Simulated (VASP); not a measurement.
# BN (Amm2) in VASP: single point with LDA

Aim: the single point of BN with LDA.

Program: VASP 6.6.1. These are calculated values, not measurements. Logs are shortened: lines on timing, memory, paths and dates and some standing lists are left out, and cuts for length are marked.

**1. The cell of the first run**

It takes space group Amm2 (No. 38, orthorhombic). Conventional cell: a = 6.636 Å, b = 9.993 Å, c = 17.308 Å, α = 90.00°, β = 90.00°, γ = 90.00°. Within 1.9 Å of B (site symmetry mm2) lie 3 N at 1.43 to 1.45 Å. B (site symmetry m) has 3 N at 1.44 Å within 1.9 Å. B (site symmetry m) has 3 N at 1.44 Å within 1.9 Å. B (site symmetry mm2) has 3 N at 1.44 Å within 1.9 Å. Within 1.9 Å of B (site symmetry m) lie 3 N at 1.44 Å. B (site symmetry m) has 3 N at 1.44 Å within 1.9 Å. B (site symmetry m) has 3 N at 1.44 Å within 1.9 Å. B (site symmetry m) has 3 N at 1.44 Å within 1.9 Å.

**2. Single point, LDA**

INCAR reads:

```
PREC = Accurate ; ENCUT = 520
EDIFF = 1E-6 ; ISMEAR = 0
SIGMA = 0.01 ; LREAL = Auto
LASPH = True ; NELM = 80
ALGO = Normal ; ISIF = 2
LWAVE = False ; LCHARG = True
GGA = CA ; LELF = True
LVHAR = True ; NBANDS = 166
```

KPOINTS reads:

```
Automatic mesh
0
Gamma
  3 3 3
```

POSCAR reads:

```
BN
1.0
    9.9929600000      0.0000000000      0.0000000000
   -4.9964800000      8.6541572192      0.0000000000
    0.0000000000      0.0000000000      6.6357000000
B N
32 32
Direct
    0.0841999690      0.1683999380      0.2500000000
    0.1666666670      0.0833333330      0.7500000000
    0.0833333330      0.4166666670      0.2500000000
    0.1666666670      0.3333333330      0.7500000000
    0.0833333330      0.6666666670      0.2500000000
    0.1666666670      0.5833333330      0.7500000000
    0.0833333330      0.9166666670      0.2500000000
    0.1666666670      0.8333333330      0.7500000000
    0.3333333330      0.1666666670      0.2500000000
    0.4166666670      0.0833333330      0.7500000000
    0.3333333330      0.4166666670      0.2500000000
    0.4166666670      0.3333333330      0.7500000000
    0.3333333330      0.6666666670      0.2500000000
    0.4166666670      0.5833333330      0.7500000000
    0.3333333330      0.9166666670      0.2500000000
    0.4166666670      0.8333333330      0.7500000000
    0.5833333330      0.1666666670      0.2500000000
    0.6666666670      0.0833333330      0.7500000000
    0.5833333330      0.4166666670      0.2500000000
    0.6666666670      0.3333333330      0.7500000000
    0.5833333330      0.6666666670      0.2500000000
    0.6666666670      0.5833333330      0.7500000000
    0.5833333330      0.9166666670      0.2500000000
    0.6666666670      0.8333333330      0.7500000000
    0.8333333330      0.1666666670      0.2500000000
    0.9166666670      0.0833333330      0.7500000000
    0.8333333330      0.4166666670      0.2500000000
    0.9166666670      0.3333333330      0.7500000000
    0.8333333330      0.6666666670      0.2500000000
    0.9166666670      0.5833333330      0.7500000000
    0.8333333330      0.9166666670      0.2500000000
    0.9166666670      0.8333333330      0.7500000000
    0.0833333330      0.1666666670      0.7500000000
    0.1666666670      0.0833333330      0.2500000000
    0.0833333330      0.4166666670      0.7500000000
    0.1666666670      0.3333333330      0.2500000000
    0.0833333330      0.6666666670      0.7500000000
    0.1666666670      0.5833333330      0.2500000000
    0.0833333330      0.9166666670      0.7500000000
    0.1666666670      0.8333333330      0.2500000000
    0.3333333330      0.1666666670      0.7500000000
    0.4166666670      0.0833333330      0.2500000000
    0.3333333330      0.4166666670      0.7500000000
    0.4166666670      0.3333333330      0.2500000000
    0.3333333330      0.6666666670      0.7500000000
    0.4166666670      0.5833333330      0.2500000000
    0.3333333330      0.9166666670      0.7500000000
    0.4166666670      0.8333333330      0.2500000000
    0.5833333330      0.1666666670      0.7500000000
    0.6666666670      0.0833333330      0.2500000000
    0.5833333330      0.4166666670      0.7500000000
    0.6666666670      0.3333333330      0.2500000000
    0.5833333330      0.6666666670      0.7500000000
    0.6666666670      0.5833333330      0.2500000000
    0.5833333330      0.9166666670      0.7500000000
    0.6666666670      0.8333333330      0.2500000000
    0.8333333330      0.1666666670      0.7500000000
    0.9166666670      0.0833333330      0.2500000000
    0.8333333330      0.4166666670      0.7500000000
    0.9166666670      0.3333333330      0.2500000000
    0.8333333330      0.6666666670      0.7500000000
    0.9166666670      0.5833333330      0.2500000000
    0.8333333330      0.9166666670      0.7500000000
    0.9166666670      0.8333333330      0.2500000000
```

Potentials or basis: VASP PAW LDA potentials, release 64 (B, N).

On the command line:

```console
cat potpaw_LDA.64/B/POTCAR potpaw_LDA.64/N/POTCAR > POTCAR
mpirun -np 1 vasp_std > vasp.out
```

OUTCAR:

```text
PREC = Accurate
   ENCUT = 520
   EDIFF = 1E-6
   ISMEAR = 0
   LREAL = Auto
   LASPH = True
   NELM = 80
   ISIF = 2
   GGA = CA

 ion  position               nearest neighbor table
   1  0.084  0.168  0.250-  36 1.43  58 1.45  34 1.45
   2  0.167  0.083  0.750-  41 1.44  39 1.44  33 1.44
   3  0.083  0.417  0.250-  60 1.44  38 1.44  36 1.44
   4  0.167  0.333  0.750-  43 1.44  33 1.44  35 1.44
   5  0.083  0.667  0.250-  62 1.44  40 1.44  38 1.44
   6  0.167  0.583  0.750-  45 1.44  35 1.44  37 1.44
[... 56 lines left out ...]
  63  0.833  0.917  0.750-  24 1.44  26 1.44  32 1.44
  64  0.917  0.833  0.250-   7 1.44  29 1.44  31 1.44

  LATTYP: Found a hexagonal cell.
 ALAT       =     9.9929600000
 C/A-ratio  =     0.6640374824

  Lattice vectors:

 A1 = (   9.9929600000,   0.0000000000,   0.0000000000)
 A2 = (  -4.9964800000,   8.6541572192,   0.0000000000)
 A3 = (   0.0000000000,   0.0000000000,   6.6357000000)

Analysis of symmetry for initial positions (statically):
=====================================================================
 Subroutine PRICEL returns:
 Original cell was already a primitive cell.

 Routine SETGRP: Setting up the symmetry group for a
 hexagonal supercell.

 Subroutine GETGRP returns: Found  4 space group operations
 (whereof  2 operations were pure point group operations)
 out of a pool of 24 trial point group operations.

The static configuration has the point symmetry C_1h.
 The point group associated with its full space group is C_2v.

Analysis of symmetry for dynamics (positions and initial velocities):
=====================================================================
 Subroutine PRICEL returns:
 Original cell was already a primitive cell.

 Routine SETGRP: Setting up the symmetry group for a
 hexagonal supercell.

 Subroutine GETGRP returns: Found  4 space group operations
 (whereof  2 operations were pure point group operations)
 out of a pool of 24 trial point group operations.

The dynamic configuration has the point symmetry C_1h.
 The point group associated with its full space group is C_2v.

 Subroutine INISYM returns: Found  4 space group operations
 (whereof  2 operations are pure point group operations),
 and found     1 'primitive' translations

----------------------------------------------------------------------------------------

                                     Primitive cell

  volume of cell :     573.8596

  direct lattice vectors                    reciprocal lattice vectors
     9.992960000  0.000000000  0.000000000     0.100070450  0.057775701  0.000000000
    -4.996480000  8.654157219  0.000000000     0.000000000  0.115551402  0.000000000
     0.000000000  0.000000000  6.635700000     0.000000000  0.000000000  0.150700002

  length of vectors
     9.992960000  9.992960000  6.635700000     0.115551402  0.115551402  0.150700002

  position of ions in fractional coordinates (direct lattice)
     0.084199969  0.168399938  0.250000000
     0.166666667  0.083333333  0.750000000
     0.083333333  0.416666667  0.250000000
     0.166666667  0.333333333  0.750000000
     0.083333333  0.666666667  0.250000000
     0.166666667  0.583333333  0.750000000
[... 56 lines left out ...]
     0.833333333  0.916666667  0.750000000
     0.916666667  0.833333333  0.250000000

  ion indices of the primitive-cell ions
   primitive index   ion index
                 1           1
                 2           2
                 3           3
                 4           4
                 5           5
                 6           6
[... 56 lines left out ...]
                63          63
                64          64

----------------------------------------------------------------------------------------

 KPOINTS: Automatic mesh

Automatic generation of k-mesh.
 Grid dimensions read from file:
 generate k-points for:    3    3    3

 Generating k-lattice:

  Cartesian coordinates                     Fractional coordinates (reciprocal lattice)
     0.033356817  0.019258567  0.000000000     0.333333333 -0.000000000  0.000000000
     0.000000000  0.038517134  0.000000000     0.000000000  0.333333333  0.000000000
     0.000000000  0.000000000  0.050233334     0.000000000  0.000000000  0.333333333

  Length of vectors
     0.038517134  0.038517134  0.050233334

  Shift w.r.t. Gamma in fractional coordinates (k-lattice)
     0.000000000  0.000000000  0.000000000

 Subroutine IBZKPT returns following result:
 ===========================================

 Found      8 irreducible k-points:

 Following reciprocal coordinates:
            Coordinates               Weight
  0.000000  0.000000  0.000000      1.000000
  0.333333  0.000000  0.000000      4.000000
  0.000000  0.333333  0.000000      2.000000
  0.333333  0.333333  0.000000      2.000000
  0.000000  0.000000  0.333333      2.000000
  0.333333  0.000000  0.333333      8.000000
  0.000000  0.333333  0.333333      4.000000
  0.333333  0.333333  0.333333      4.000000
   k-points           NKPTS =      8   k-points in BZ     NKDIM =      8   number of bands    NBANDS=    166
   number of dos      NEDOS =    301   number of ions     NIONS =     64
   total plane-waves  NPLWV = 320000
   dimension x,y,z NGX =    80 NGY =   80 NGZ =   50
   dimension x,y,z NGXF=   160 NGYF=  160 NGZF=  100
   ions per type =              32  32
   NGX,Y,Z   is equivalent  to a cutoff of  13.31, 13.31, 12.53 a.u.
   NGXF,Y,Z  is equivalent  to a cutoff of  26.62, 26.62, 25.05 a.u.
 SYSTEM =  unknown system
   PREC   = accura    normal or accurate (medium, high low for compatibility)
   ISTART =      0    job   : 0-new  1-cont  2-samecut
   ICHARG =      2    charge: 1-file 2-atom 10-const
   ISPIN  =      1    spin polarized calculation?
   LNONCOLLINEAR =      F non collinear calculations
   LSORBIT =      F    spin-orbit coupling
   LASPH  =      T    aspherical Exc in radial PAW
   ENCUT  =  520.0 eV  38.22 Ry    6.18 a.u.  18.58 18.58 12.34*2*pi/ulx,y,z
   NELM   =     80;   NELMIN=  2; NELMDL= -5     # of ELM steps
   EDIFF  = 0.1E-05   stopping-criterion for ELM
   LREAL  =      T    real-space projection
   EDIFFG = 0.1E-04   stopping-criterion for IOM
   NSW    =      0    number of steps for IOM
   IBRION =     -1    ionic relax: 0-MD 1-quasi-New 2-CG
   NFREE  =      0    steps in history (QN), initial steepest desc. (CG)
   ISIF   =      2    stress and relaxation
   ISYM   =      2    0-nonsym 1-usesym 2-fastsym
   POTIM  = 0.5000    time-step for ionic-motion
   TEBEG  =    0.0;   TEEND  =   0.0 temperature during run
   PSTRESS=    0.0 pullay stress
   NELECT =     256.0000    total number of electrons
   NUPDOWN=      -1.0000    fix difference up-down
   EMIN   =  10.00;   EMAX   =-10.00  energy-range for DOS
   EFERMI =   0.00;   METHOD = LEGACY
   ISMEAR =     0;   SIGMA  =   0.01  broadening in eV -4-tet -1-fermi 0-gaus
   EFERMI_NEDOS =   21; number of points for ismear=-14 and -15
   IALGO  =     38    algorithm
   IMIX   =      4    mixing-type and parameters
     AMIX     =   0.40;   BMIX     =  1.00
     AMIX_MAG =   1.60;   BMIX_MAG =  1.00
  volume/ion in A,a.u.               =       8.97        60.51
  Fermi-wavevector in a.u.,A,eV,Ry     =   1.250891  2.363842 21.289433  1.564729
  Thomas-Fermi vector in A             =   2.384864
   LORBIT       =      0    0 simple, 1 ext, 2 COOP (PROOUT), +10 PAW based schemes
   GGA     = CA    functional components
   LHFCALC =     F    Hartree Fock is set to
   AEXX    =    0.0000 exact exchange contribution
   IVDW    =     0    specifies the selected vdW correction
   LEPSILON=     F    determine dielectric tensor
   LRPA    =     F    only Hartree local field effects (RPA)
 non-spin polarized calculation
 Gauss-broadening in eV      SIGMA  =   0.01
  energy-cutoff  :      520.00
  volume of cell :      573.86
 maximum number of plane-waves:     15475
 NGX is ok and might be reduce to    80
   NGX = 37   NGY = 37   NGZ = 25

 number of electron     256.0000041 magnetization

 Free energy of the ion-electron system (eV)
  ---------------------------------------------------
  ext. energy  EPLUGINS =         0.00000000
  ---------------------------------------------------
  free energy    TOTEN  =      -617.24861437 eV

  energy without entropy =     -617.24861437  energy(sigma->0) =     -617.24861437

 E-fermi :   2.2976     XC(G=0): -10.5395

 val. band max:        2.1812298070   @ k =   0.3333   0.0000   0.0000
 cond. band min:       6.2635395885   @ k =   0.0000   0.0000   0.0000
 fundamental gap:      4.0823097815
 Fermi energy:         2.2976129364

 k-point     1 :       0.0000    0.0000    0.0000
  band No.  band energies     occupation
      1     -15.4493      2.00000
      2     -15.1331      2.00000
      3     -14.2797      2.00000
      4     -14.2662      2.00000
      5     -14.2649      2.00000
      6     -14.2617      2.00000
[... 132 lines left out ...]
    139       7.7177      0.00000
    140       7.7214      0.00000

 k-point     2 :       0.3333    0.0000    0.0000
  band No.  band energies     occupation
      1     -15.3125      2.00000
      2     -15.0013      2.00000
      3     -14.9088      2.00000
      4     -14.6131      2.00000
      5     -14.5203      2.00000
      6     -14.5128      2.00000
[... 990 lines left out ...]
    139       8.0555      0.00000
    140       8.0580      0.00000
 [bands above 140 left out]

------------------------ aborting loop because EDIFF is reached ----------------------------------------

  FORCE on cell =-STRESS in cart. coord.  units (eV):
  Direction    XX          YY          ZZ          XY          YZ          ZX
  --------------------------------------------------------------------------------------
  -------------------------------------------------------------------------------------
  Total      -12.3434800    -11.9502635     -2.5160273      0.0000000      0.0000000      0.0000000
  in kB      -34.4621625    -33.3643287     -7.0245782      0.0000000      0.0000000      0.0000000
  external PRESSURE =     -24.9503564 kB  Pullay stress =       0.0000000 kB

 VOLUME and BASIS-vectors are now :
 -----------------------------------------------------------------------------
  energy-cutoff  :      520.00
  volume of cell :      573.86
      direct lattice vectors                 reciprocal lattice vectors
     9.992960000  0.000000000  0.000000000     0.100070450  0.057775701  0.000000000
    -4.996480000  8.654157219  0.000000000     0.000000000  0.115551402  0.000000000
     0.000000000  0.000000000  6.635700000     0.000000000  0.000000000  0.150700002

 POSITION                                       TOTAL-FORCE (eV/Angst)
 -----------------------------------------------------------------------------------
     -0.00000      1.45736      1.65892        -0.000000     -0.780444      0.000000
      1.24912      0.72118      4.97677         0.001052     -0.003846      0.000000
     -1.24912      3.60590      1.65892        -0.061821      0.042260     -0.000000
      0.00000      2.88472      4.97677        -0.000000     -0.005793      0.000000
     -2.49824      5.76944      1.65892        -0.010604      0.008894     -0.000000
     -1.24912      5.04826      4.97677        -0.002058      0.004095      0.000000
[... 56 lines left out ...]
      3.74736      7.93298      4.97677        -0.001069     -0.000778      0.000000
      4.99648      7.21180      1.65892         0.000000     -0.018740      0.000000
 -----------------------------------------------------------------------------------
    total drift:                                0.000003      0.000818      0.000000

  FREE ENERGIE OF THE ION-ELECTRON SYSTEM (eV)
  ---------------------------------------------------
  free  energy   TOTEN  =      -617.2486143708 eV

  energy  without entropy=     -617.2486143708  energy(sigma->0) =     -617.24861437
```

Wall time 35 min (1 thread of Oxide Virtual Turin-like, shared host); peak memory 0.72 GiB.

Results:

```
Free energy            : -617.2486 eV
Pressure               : -2.5 GPa
Largest force          : 0.780 eV/Å
Band gap on the k mesh : 4.08 eV
```

Forces on the atoms (eV/Å):
```
B    0.000 -0.780  0.000
B    0.001 -0.004  0.000
B   -0.062  0.042  0.000
B    0.000 -0.006  0.000
B   -0.011  0.009  0.000
B   -0.002  0.004  0.000
B   -0.035  0.042  0.000
B   -0.002  0.004  0.000
B   -0.013 -0.042  0.000
B    0.000  0.000  0.000
B    0.062  0.042  0.000
B    0.005 -0.005  0.000
B    0.000  0.013  0.000
B    0.002  0.004  0.000
B   -0.005  0.005  0.000
B    0.000  0.004  0.000
B    0.000 -0.010  0.000
B    0.000  0.000  0.000
B    0.005  0.005  0.000
B    0.000 -0.002  0.000
B    0.011  0.009  0.000
B    0.002  0.001  0.000
B    0.005  0.005  0.000
B    0.002  0.004  0.000
B    0.013 -0.042  0.000
B   -0.001 -0.004  0.000
B   -0.005  0.005  0.000
B   -0.005 -0.005  0.000
B    0.000  0.013  0.000
B   -0.002  0.001  0.000
B    0.035  0.042  0.000
B    0.000  0.003  0.000
N    0.000  0.007  0.000
N   -0.088  0.171  0.000
N    0.003  0.000  0.000
N    0.000  0.351  0.000
N    0.002 -0.003  0.000
N    0.009 -0.020  0.000
N    0.001 -0.001  0.000
N    0.009 -0.006  0.000
N    0.000  0.003  0.000
N    0.013  0.002  0.000
N   -0.003  0.000  0.000
N   -0.020  0.017  0.000
N    0.000 -0.003  0.000
N   -0.009 -0.020  0.000
N    0.001 -0.001  0.000
N    0.000 -0.010  0.000
N    0.000  0.001  0.000
N   -0.013  0.002  0.000
N   -0.002  0.000  0.000
N    0.000  0.004  0.000
N   -0.002 -0.003  0.000
N   -0.005 -0.006  0.000
N   -0.001 -0.001  0.000
N   -0.009 -0.006  0.000
N    0.000  0.003  0.000
N    0.088  0.171  0.000
N    0.002  0.000  0.000
N    0.020  0.017  0.000
N    0.000 -0.003  0.000
N    0.005 -0.006  0.000
N   -0.001 -0.001  0.000
N    0.000 -0.019  0.000
```

Stress tensor (GPa, compression positive):
```
-3.45  0.00  0.00
 0.00 -3.34  0.00
 0.00  0.00 -0.70
```

Levels at points of the mesh, in eV from the valence-band top:
| k point | band 125 | band 126 | band 127 | band 128 | band 129 | band 130 | band 131 | band 132 |
| --- | --- | --- | --- | --- | --- | --- | --- | --- |
| (0.00, 0.00, 0.00) | -0.47 | -0.44 | -0.43 | -0.43 | 4.08 | 4.08 | 4.09 | 4.94 |

Caveat: an odd mesh through Γ misses points on the zone boundary, where band edges can lie.
